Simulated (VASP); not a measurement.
# NaFeN (P6_3mc) in VASP: notebook, part 2 of 2

VASP 6.6.1. The steps go on from the part before.

### 4 Single point, PBE

This run uses another cell than the first one, of 12.84 Å³/atom.

The input, INCAR:

```
PREC = Accurate
ENCUT = 520
EDIFF = 1E-6
ISMEAR = 0
SIGMA = 0.01
LREAL = False
LASPH = True
NELM = 100
ALGO = Normal
ISIF = 2
LWAVE = False
LCHARG = False
GGA = PE
NBANDS = 29
```

The input, KPOINTS:

```
Automatic mesh
0
Gamma
  9 9 2
```

The input, POSCAR:

```
NaFeN
1.0
    2.9992785389      0.0000000000      0.0000000000
   -1.4996392695      2.5974514077      0.0000000000
    0.0000000000      0.0000000000      9.8877970890
Na Fe N
2 2 2
Direct
    0.6666666667      0.3333333333      0.7618107899
    0.3333333333      0.6666666667      0.2618107899
    0.0000000000      0.0000000000      0.5182926961
    0.0000000000      0.0000000000      0.0182926961
    0.3333333333      0.6666666667      0.5645365140
    0.6666666667      0.3333333333      0.0645365140
```

Potentials or basis: VASP PAW PBE potentials, release 64 (Na_pv, Fe, N).

Started as:

```bash
$ cat potpaw_PBE.64/Na_pv/POTCAR potpaw_PBE.64/Fe/POTCAR potpaw_PBE.64/N/POTCAR > POTCAR
$ mpirun -np 1 vasp_std > vasp.out
```

OUTCAR:

```text
PREC = Accurate
   ENCUT = 520
   EDIFF = 1E-6
   ISMEAR = 0
   LREAL = False
   LASPH = True
   NELM = 100
   ISIF = 2
   GGA = PE

 ion  position               nearest neighbor table
   1  0.667  0.333  0.762-
   2  0.333  0.667  0.262-
   3  0.000  0.000  0.518-   5 1.79   5 1.79   5 1.79
   4  0.000  0.000  0.018-   6 1.79   6 1.79   6 1.79
   5  0.333  0.667  0.565-   3 1.79   3 1.79   3 1.79
   6  0.667  0.333  0.065-   4 1.79   4 1.79   4 1.79

  LATTYP: Found a hexagonal cell.
 ALAT       =     2.9992785389
 C/A-ratio  =     3.2967251827

  Lattice vectors:

 A1 = (   2.9992785389,   0.0000000000,   0.0000000000)
 A2 = (  -1.4996392695,   2.5974514077,   0.0000000000)
 A3 = (   0.0000000000,   0.0000000000,   9.8877970890)

Analysis of symmetry for initial positions (statically):
=====================================================================
 Subroutine PRICEL returns:
 Original cell was already a primitive cell.

 Routine SETGRP: Setting up the symmetry group for a
 hexagonal supercell.

 Subroutine GETGRP returns: Found 12 space group operations
 (whereof  6 operations were pure point group operations)
 out of a pool of 24 trial point group operations.

The static configuration has the point symmetry C_3v.
 The point group associated with its full space group is C_6v.

Analysis of symmetry for dynamics (positions and initial velocities):
=====================================================================
 Subroutine PRICEL returns:
 Original cell was already a primitive cell.

 Routine SETGRP: Setting up the symmetry group for a
 hexagonal supercell.

 Subroutine GETGRP returns: Found 12 space group operations
 (whereof  6 operations were pure point group operations)
 out of a pool of 24 trial point group operations.

The dynamic configuration has the point symmetry C_3v.
[... 126 lines left out ...]
     AMIX     =   0.40;   BMIX     =  1.00
     AMIX_MAG =   1.60;   BMIX_MAG =  1.00
  volume/ion in A,a.u.               =      12.84        86.64
  Fermi-wavevector in a.u.,A,eV,Ry     =   1.315852  2.486599 23.558016  1.731465
  Thomas-Fermi vector in A             =   2.446005
   LORBIT       =      0    0 simple, 1 ext, 2 COOP (PROOUT), +10 PAW based schemes
   GGA     = PE    functional components
   LHFCALC =     F    Hartree Fock is set to
   AEXX    =    0.0000 exact exchange contribution
   IVDW    =     0    specifies the selected vdW correction
   LEPSILON=     F    determine dielectric tensor
   LRPA    =     F    only Hartree local field effects (RPA)
 non-spin polarized calculation
 Gauss-broadening in eV      SIGMA  =   0.01
  energy-cutoff  :      520.00
  volume of cell :       77.03
 maximum number of plane-waves:      2104
 NGX is ok and might be reduce to    24
   NGX = 11   NGY = 11   NGZ = 37

 number of electron      40.0000000 magnetization

 Free energy of the ion-electron system (eV)
  ---------------------------------------------------
  ext. energy  EPLUGINS =         0.00000000
  ---------------------------------------------------
  free energy    TOTEN  =       -36.27566778 eV

  energy without entropy =      -36.27566778  energy(sigma->0) =      -36.27566778

 E-fermi :   3.9976     XC(G=0): -10.4005

 val. band max:        3.8803382402   @ k =   0.2222   0.1111   0.0000
 cond. band min:       4.2355481146   @ k =   0.3333   0.3333   0.5000
 fundamental gap:      0.3552098744
 Fermi energy:         3.9976188820

 k-point     1 :       0.0000    0.0000    0.0000
  band No.  band energies     occupation
      1     -20.3214      2.00000
      2     -20.3141      2.00000
      3     -20.2906      2.00000
      4     -20.2906      2.00000
      5     -20.2905      2.00000
      6     -20.2905      2.00000
[... 757 lines left out ...]
     28       9.6660      0.00000
     29      12.1926      0.00000

------------------------ aborting loop because EDIFF is reached ----------------------------------------

  FORCE on cell =-STRESS in cart. coord.  units (eV):
  Direction    XX          YY          ZZ          XY          YZ          ZX
  --------------------------------------------------------------------------------------
  -------------------------------------------------------------------------------------
  Total        0.7274943      0.7274943      0.0353903     -0.0000000      0.0000000      0.0000000
  in kB       15.1313055     15.1313055      0.7360896     -0.0000000      0.0000000      0.0000000
  external PRESSURE =      10.3329002 kB  Pullay stress =       0.0000000 kB

 VOLUME and BASIS-vectors are now :
 -----------------------------------------------------------------------------
  energy-cutoff  :      520.00
  volume of cell :       77.03
      direct lattice vectors                 reciprocal lattice vectors
     2.999278539  0.000000000  0.000000000     0.333413515  0.192496383  0.000000000
    -1.499639270  2.597451408  0.000000000     0.000000000  0.384992765  0.000000000
     0.000000000  0.000000000  9.887797089     0.000000000  0.000000000  0.101134761

 POSITION                                       TOTAL-FORCE (eV/Angst)
 -----------------------------------------------------------------------------------
      1.49964      0.86582      7.53263        -0.000000     -0.000000     -0.003059
     -0.00000      1.73163      2.58873        -0.000000     -0.000000     -0.003059
      0.00000      0.00000      5.12477        -0.000000      0.000000     -0.114288
      0.00000      0.00000      0.18087         0.000000     -0.000000     -0.114288
     -0.00000      1.73163      5.58202        -0.000000     -0.000000      0.117347
      1.49964      0.86582      0.63812        -0.000000     -0.000000      0.117347
 -----------------------------------------------------------------------------------
    total drift:                                0.000000      0.000000     -0.000024

  FREE ENERGIE OF THE ION-ELECTRON SYSTEM (eV)
  ---------------------------------------------------
  free  energy   TOTEN  =       -36.2756677754 eV

  energy  without entropy=      -36.2756677754  energy(sigma->0) =      -36.27566778
```

stdout:

```text
POSCAR found type information on POSCAR NaFeN
 POSCAR found :  3 types and       6 ions
 scaLAPACK will be used
 LDA part: xc-table for (Slater+PW92), standard interpolation
 POSCAR, INCAR and KPOINTS ok, starting setup
 FFT: planning ... GRIDC
 FFT: planning ... GRID_SOFT
 FFT: planning ... GRID
 WAVECAR not read
 entering main loop
```

Run time: 43 s. Hardware: 1 thread of Intel Xeon Platinum 8488C (Sapphire Rapids), shared host; peak memory 0.22 GiB.

What came out:

```yaml
Free_energy: -36.2757 eV
Pressure: 1.0 GPa
Largest_force: 0.117 eV/Å
Band_gap_on_the_k_mesh: 0.36 eV (least direct gap 0.67 eV)
```

Forces in eV/Å, atoms in the order of the input:
```
Na   0.000  0.000 -0.003
Na   0.000  0.000 -0.003
Fe   0.000  0.000 -0.114
Fe   0.000  0.000 -0.114
N    0.000  0.000  0.117
N    0.000  0.000  0.117
```

Levels at points of the mesh, in eV from the valence-band top:
```tsv
k point	band 17	band 18	band 19	band 20	band 21	band 22	band 23	band 24
(0.00, 0.00, 0.00)	-0.58	-0.58	-0.58	-0.58	1.71	2.37	4.06	4.06
(0.00, 0.00, 0.50)	-0.58	-0.58	-0.58	-0.58	1.95	1.95	4.07	4.07
```

Caveat: semilocal functionals underestimate gaps, and a narrow one can read as zero. A k mesh can miss the band edges.

### 5 Single point, PBE (13.22 Å³/atom)

This run uses another cell than the first one, of 13.22 Å³/atom.

The input, INCAR:

```
SYSTEM = NaFeN
ALGO     = Normal         ! electronic algorithm
EDIFF    = 1E-7           ! SCF threshold, eV
ENCUT    = 520            ! plane-wave cutoff, eV
GGA      = PE             ! functional
ISIF     = 2              ! what is computed and relaxed
ISMEAR   = 0              ! smearing method
LASPH    = .True.         ! aspherical terms in the spheres
LCHARG   = .True.         ! write CHGCAR
LELF     = .True.         ! ELF
LREAL    = .False.        ! projectors in reciprocal space
LVHAR    = .True.       
LWAVE    = .False.        ! write WAVECAR
NBANDS   = 29             ! bands
NELM     = 80             ! most SCF steps
PREC     = Accurate       ! precision mode
SIGMA    = 0.01           ! smearing width, eV
```

The input, KPOINTS:

```
k-points
0
Gamma
  9 9 2
  0 0 0
```

Changes to POSCAR since step 4:

```diff
@@ -2,5 +2,5 @@
 1.0
-    2.9992785389      0.0000000000      0.0000000000
-   -1.4996392695      2.5974514077      0.0000000000
-    0.0000000000      0.0000000000      9.8877970890
+    3.0289762974      0.0000000000      0.0000000000
+   -1.5144881487      2.6231704210      0.0000000000
+    0.0000000000      0.0000000000      9.9857024373
 Na Fe N
```

Potentials or basis: VASP PAW PBE potentials, release 64 (Na_pv, Fe, N).

Started as:

```bash
$ cat potpaw_PBE.64/Na_pv/POTCAR potpaw_PBE.64/Fe/POTCAR potpaw_PBE.64/N/POTCAR > POTCAR
$ mpirun -np 1 vasp_std > vasp.out
```

OUTCAR:

```text
SYSTEM = NaFeN
   EDIFF = 1E-7
   ENCUT = 520
   GGA = PE
   ISIF = 2
   ISMEAR = 0
   LASPH = .True.
   LREAL = .False.
   NELM = 80
   PREC = Accurate

 ion  position               nearest neighbor table
   1  0.667  0.333  0.762-
   2  0.333  0.667  0.262-
   3  0.000  0.000  0.518-   5 1.81   5 1.81   5 1.81
   4  0.000  0.000  0.018-   6 1.81   6 1.81   6 1.81
   5  0.333  0.667  0.565-   3 1.81   3 1.81   3 1.81
   6  0.667  0.333  0.065-   4 1.81   4 1.81   4 1.81

  LATTYP: Found a hexagonal cell.
 ALAT       =     3.0289762974
 C/A-ratio  =     3.2967251827

  Lattice vectors:

 A1 = (   3.0289762974,   0.0000000000,   0.0000000000)
 A2 = (  -1.5144881487,   2.6231704210,   0.0000000000)
 A3 = (   0.0000000000,   0.0000000000,   9.9857024373)

Analysis of symmetry for initial positions (statically):
=====================================================================
 Subroutine PRICEL returns:
 Original cell was already a primitive cell.

 Routine SETGRP: Setting up the symmetry group for a
 hexagonal supercell.

 Subroutine GETGRP returns: Found 12 space group operations
 (whereof  6 operations were pure point group operations)
 out of a pool of 24 trial point group operations.

The static configuration has the point symmetry C_3v.
 The point group associated with its full space group is C_6v.

Analysis of symmetry for dynamics (positions and initial velocities):
=====================================================================
 Subroutine PRICEL returns:
 Original cell was already a primitive cell.

 Routine SETGRP: Setting up the symmetry group for a
 hexagonal supercell.

[... 127 lines left out ...]
   ISMEAR =     0;   SIGMA  =   0.01  broadening in eV -4-tet -1-fermi 0-gaus
   EFERMI_NEDOS =   21; number of points for ismear=-14 and -15
   IALGO  =     38    algorithm
   IMIX   =      4    mixing-type and parameters
     AMIX     =   0.40;   BMIX     =  1.00
     AMIX_MAG =   1.60;   BMIX_MAG =  1.00
  volume/ion in A,a.u.               =      13.22        89.24
  Fermi-wavevector in a.u.,A,eV,Ry     =   1.302950  2.462219 23.098329  1.697679
  Thomas-Fermi vector in A             =   2.433985
   LORBIT       =      0    0 simple, 1 ext, 2 COOP (PROOUT), +10 PAW based schemes
   GGA     = PE    functional components
   LHFCALC =     F    Hartree Fock is set to
   AEXX    =    0.0000 exact exchange contribution
   IVDW    =     0    specifies the selected vdW correction
   LEPSILON=     F    determine dielectric tensor
   LRPA    =     F    only Hartree local field effects (RPA)
 non-spin polarized calculation
 Gauss-broadening in eV      SIGMA  =   0.01
  energy-cutoff  :      520.00
  volume of cell :       79.34
 maximum number of plane-waves:      2162
 NGX is ok and might be reduce to    24
   NGX = 11   NGY = 11   NGZ = 37

 number of electron      39.9999990 magnetization

 Free energy of the ion-electron system (eV)
  ---------------------------------------------------
  ext. energy  EPLUGINS =         0.00000000
  ---------------------------------------------------
  free energy    TOTEN  =       -36.26416980 eV

  energy without entropy =      -36.26416980  energy(sigma->0) =      -36.26416980

 E-fermi :   3.7742     XC(G=0): -10.2629

 val. band max:        3.6557347895   @ k =   0.2222   0.1111   0.0000
 cond. band min:       3.9832522945   @ k =   0.3333   0.3333   0.5000
 fundamental gap:      0.3275175050
 Fermi energy:         3.7742165762

 k-point     1 :       0.0000    0.0000    0.0000
  band No.  band energies     occupation
      1     -20.5409      2.00000
      2     -20.5349      2.00000
      3     -20.5225      2.00000
      4     -20.5225      2.00000
      5     -20.5224      2.00000
      6     -20.5224      2.00000
[... 757 lines left out ...]
     28       9.3332      0.00000
     29      11.7740      0.00000

------------------------ aborting loop because EDIFF is reached ----------------------------------------

  FORCE on cell =-STRESS in cart. coord.  units (eV):
  Direction    XX          YY          ZZ          XY          YZ          ZX
  --------------------------------------------------------------------------------------
  -------------------------------------------------------------------------------------
  Total       -1.5102145     -1.5102145     -0.9136077      0.0000000      0.0000000      0.0000000
  in kB      -30.4963743    -30.4963743    -18.4488519      0.0000000      0.0000000      0.0000000
  external PRESSURE =     -26.4805335 kB  Pullay stress =       0.0000000 kB

 VOLUME and BASIS-vectors are now :
 -----------------------------------------------------------------------------
  energy-cutoff  :      520.00
  volume of cell :       79.34
      direct lattice vectors                 reciprocal lattice vectors
     3.028976297  0.000000000  0.000000000     0.330144544  0.190609042  0.000000000
    -1.514488149  2.623170421  0.000000000     0.000000000  0.381218083  0.000000000
     0.000000000  0.000000000  9.985702437     0.000000000  0.000000000  0.100143180

 POSITION                                       TOTAL-FORCE (eV/Angst)
 -----------------------------------------------------------------------------------
      1.51449      0.87439      7.60722         0.000000     -0.000000     -0.038797
     -0.00000      1.74878      2.61436         0.000000      0.000000     -0.038797
      0.00000      0.00000      5.17552        -0.000000      0.000000      0.152471
      0.00000      0.00000      0.18267         0.000000      0.000000      0.152471
     -0.00000      1.74878      5.63729         0.000000     -0.000000     -0.113674
      1.51449      0.87439      0.64444        -0.000000      0.000000     -0.113674
 -----------------------------------------------------------------------------------
    total drift:                                0.000000      0.000000     -0.000349

  FREE ENERGIE OF THE ION-ELECTRON SYSTEM (eV)
  ---------------------------------------------------
  free  energy   TOTEN  =       -36.2641698003 eV

  energy  without entropy=      -36.2641698003  energy(sigma->0) =      -36.26416980
```

OSZICAR:

```text
N       E                     dE             d eps       ncg     rms          rms(c)
DAV:   1     0.422534495057E+03    0.42253E+03   -0.19084E+04  1392   0.169E+03
DAV:   2     0.174320969386E+02   -0.40510E+03   -0.38542E+03  1407   0.439E+02
DAV:   3    -0.419669382131E+02   -0.59399E+02   -0.56673E+02  1784   0.167E+02
DAV:   4    -0.446901974777E+02   -0.27233E+01   -0.27035E+01  1588   0.374E+01
DAV:   5    -0.447619483424E+02   -0.71751E-01   -0.71724E-01  1649   0.620E+00    0.303E+01
DAV:   6    -0.513079653146E+02   -0.65460E+01   -0.91638E+01  1927   0.118E+02    0.400E+01
DAV:   7    -0.361982629384E+02    0.15110E+02   -0.67208E+01  1747   0.106E+02    0.827E+00
DAV:   8    -0.364077248359E+02   -0.20946E+00   -0.73900E+00  1661   0.162E+01    0.305E+00
DAV:   9    -0.362711565443E+02    0.13657E+00   -0.29448E-01  2041   0.468E+00    0.123E+00
DAV:  10    -0.362663202867E+02    0.48363E-02   -0.44711E-02  1799   0.189E+00    0.544E-01
DAV:  11    -0.362644192646E+02    0.19010E-02   -0.67968E-03  1759   0.841E-01    0.151E-01
DAV:  12    -0.362641663993E+02    0.25287E-03   -0.11129E-03  2073   0.374E-01    0.739E-02
DAV:  13    -0.362641798602E+02   -0.13461E-04   -0.20050E-04  2032   0.165E-01    0.340E-02
DAV:  14    -0.362641733596E+02    0.65006E-05   -0.38721E-05  1561   0.876E-02    0.181E-02
DAV:  15    -0.362641697767E+02    0.35829E-05   -0.93144E-06  2293   0.379E-02    0.321E-03
DAV:  16    -0.362641698003E+02   -0.23600E-07   -0.96587E-07  1712   0.881E-03
   1 F= -.36264170E+02 E0= -.36264170E+02  d E =-.451980E-64
```

stdout:

```text
POSCAR found type information on POSCAR NaFeN
 POSCAR found :  3 types and       6 ions
 scaLAPACK will be used
 LDA part: xc-table for (Slater+PW92), standard interpolation
 POSCAR, INCAR and KPOINTS ok, starting setup
 FFT: planning ... GRIDC
 FFT: planning ... GRID_SOFT
 FFT: planning ... GRID
 WAVECAR not read
 entering main loop
```

It took 47 s on 1 thread of Intel Xeon Platinum 8488C (Sapphire Rapids), shared host; peak memory 0.22 GiB.

What came out:

* Free energy: -36.2642 eV
* Pressure: -2.6 GPa
* Largest force: 0.152 eV/Å
* Band gap on the k mesh: 0.33 eV (least direct gap 0.64 eV)

Forces in eV/Å, atoms in the order of the input:
```
Na   0.000  0.000 -0.039
Na   0.000  0.000 -0.039
Fe   0.000  0.000  0.152
Fe   0.000  0.000  0.152
N    0.000  0.000 -0.114
N    0.000  0.000 -0.114
```

Caveat: semilocal functionals underestimate gaps, and a narrow one can read as zero. A k mesh can miss the band edges.

### 6 Single point, PBE (13.61 Å³/atom)

This run uses another cell than the first one, of 13.61 Å³/atom.

The input, INCAR:

```
  PREC = Accurate
  ENCUT = 520
  EDIFF = 1E-7
  ISMEAR = 0
  SIGMA = 0.01
  LREAL = False
  LASPH = True
  NELM = 60
  ALGO = Normal
  ISIF = 2
  LWAVE = False
  LCHARG = False
  GGA = PE
  NBANDS = 29
```

The input, KPOINTS:

```
Automatic mesh
0
Gamma
  9 9 2
```

Changes to POSCAR since step 5:

```diff
@@ -2,5 +2,5 @@
 1.0
-    3.0289762974      0.0000000000      0.0000000000
-   -1.5144881487      2.6231704210      0.0000000000
-    0.0000000000      0.0000000000      9.9857024373
+    3.0581028562      0.0000000000      0.0000000000
+   -1.5290514281      2.6483947609      0.0000000000
+    0.0000000000      0.0000000000     10.0817246975
 Na Fe N
```

Potentials or basis: VASP PAW PBE potentials, release 64 (Na_pv, Fe, N).

Started as:

```bash
$ cat potpaw_PBE.64/Na_pv/POTCAR potpaw_PBE.64/Fe/POTCAR potpaw_PBE.64/N/POTCAR > POTCAR
$ mpirun -np 1 vasp_std > vasp.out
```

Run time: 47 s. Hardware: 1 thread of Intel Xeon Platinum 8488C (Sapphire Rapids), shared host; peak memory 0.22 GiB.

It converged, with:

* Free energy: -36.2034 eV
* Pressure: -5.8 GPa
* Largest force: 0.389 eV/Å
* Band gap on the k mesh: 0.30 eV (least direct gap 0.60 eV)

Forces in eV/Å, atoms in the order of the input:
```
Na   0.000  0.000 -0.070
Na   0.000  0.000 -0.070
Fe   0.000  0.000  0.389
Fe   0.000  0.000  0.389
N    0.000  0.000 -0.319
N    0.000  0.000 -0.319
```

Stress tensor (GPa, compression positive):
```
-6.94  0.00  0.00
 0.00 -6.94  0.00
 0.00  0.00 -3.49
```

Levels at points of the mesh, in eV from the valence-band top:
```
           k point  band 18  band 19  band 20  band 21  band 22  band 23
(0.00, 0.00, 0.00)    -0.54    -0.54    -0.54     1.56     2.22     3.77
(0.00, 0.00, 0.50)    -0.54    -0.54    -0.54     1.79     1.79     3.77
```

Caveat: the cell stands under tension; semilocal functionals underestimate gaps, and a narrow one can read as zero. A k mesh can miss the band edges.

### 7 Overview

| cell | gap on the mesh (eV) | pressure (GPa) | largest force (eV/Å) |
| --- | --- | --- | --- |
| a = 2.938, b = 2.938, c = 9.686 Å, angles 90.0, 90.0, 120.0°, 6 atoms | 0.42 | 10.5 | 0.75 |
| a = 2.969, b = 2.969, c = 9.788 Å, angles 90.0, 90.0, 120.0°, 6 atoms | 0.38 | 5.4 | 0.41 |
| a = 2.999, b = 2.999, c = 9.888 Å, angles 90.0, 90.0, 120.0°, 6 atoms | 0.36 | 1.0 | 0.12 |
| a = 3.029, b = 3.029, c = 9.986 Å, angles 90.0, 90.0, 120.0°, 6 atoms | 0.33 | -2.6 | 0.15 |
| a = 3.058, b = 3.058, c = 10.082 Å, angles 90.0, 90.0, 120.0°, 6 atoms | 0.30 | -5.8 | 0.39 |

Alike in all rows: task single point; level PBE; potentials or basis VASP PAW PBE potentials, release 64 (Na_pv, Fe, N); no spin polarisation; k mesh 9 × 9 × 2; cutoff (eV) 520; smearing gaussian 0.01 eV.

Caveats: semilocal functionals underestimate gaps, and a narrow one can read as zero; the stress differs along the axes, from 5 to 13 GPa (at least some runs); the cell stands under pressure (at least some runs); the cell stands under tension (at least some runs).

Total energies depend on the potentials used, so only differences within one code and one set of settings carry meaning.
